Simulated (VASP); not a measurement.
Input of a VASP 6.6.1 run:

File INCAR:

```
SYSTEM = Cu5Mo
PREC     = Accurate       ! precision mode
ENCUT    = 520            ! plane-wave cutoff, eV
EDIFF    = 1E-7           ! SCF threshold, eV
ISMEAR   = 0              ! smearing method
SIGMA    = 0.2            ! smearing width, eV
LREAL    = .False.        ! projectors in reciprocal space
LASPH    = .True.         ! aspherical terms in the spheres
NELM     = 60             ! most SCF steps
ALGO     = Fast           ! electronic algorithm
ISIF     = 2              ! what is computed and relaxed
LWAVE    = .False.        ! write WAVECAR
LCHARG   = .False.        ! write CHGCAR
GGA      = PE             ! functional
NBANDS   = 81             ! bands
```

KPOINTS

```
regular mesh
0
Gamma
  6 6 1
  0 0 0
```

POSCAR

```
Cu5Mo
1.0
    2.6237793071      0.0000000000      0.0000000000
    0.0000000000      2.6237793071      0.0000000000
    0.0000000000      0.0000000000     22.0001818488
Cu Mo
10 2
Direct
    0.5000000000      0.0000000000      0.6978357654
    0.0000000000      0.5000000000      0.6186732255
    0.5000000000      0.0000000000      0.5395436604
    0.5000000000      0.0000000000      0.8566014819
    0.0000000000      0.5000000000      0.7766915833
    0.0000000000      0.5000000000      0.1433985181
    0.5000000000      0.0000000000      0.2233084167
    0.0000000000      0.5000000000      0.3021642346
    0.5000000000      0.0000000000      0.3813267745
    0.0000000000      0.5000000000      0.4604563396
    0.0000000000      0.5000000000      0.9468715026
    0.5000000000      0.0000000000      0.0531284974
```

Potentials or basis: VASP PAW PBE potentials, release 64 (Cu, Mo_sv).

Run with:

```console
$ cat potpaw_PBE.64/Cu/POTCAR potpaw_PBE.64/Mo_sv/POTCAR > POTCAR
$ mpirun -np 1 vasp_std > vasp.out
```

(1) Predict the largest force.

(2) Predict the pressure.

(3) Predict the band gap on the k mesh.

## Answers

(1) 0.073 eV/Å.

(2) 0.3 GPa.

(3) zero (bands 69 and 70 overlap by 3.67 eV).

Caveat: the k points lie up to 0.40 Å⁻¹ apart, too coarse for converged energies and pressures of a metal.
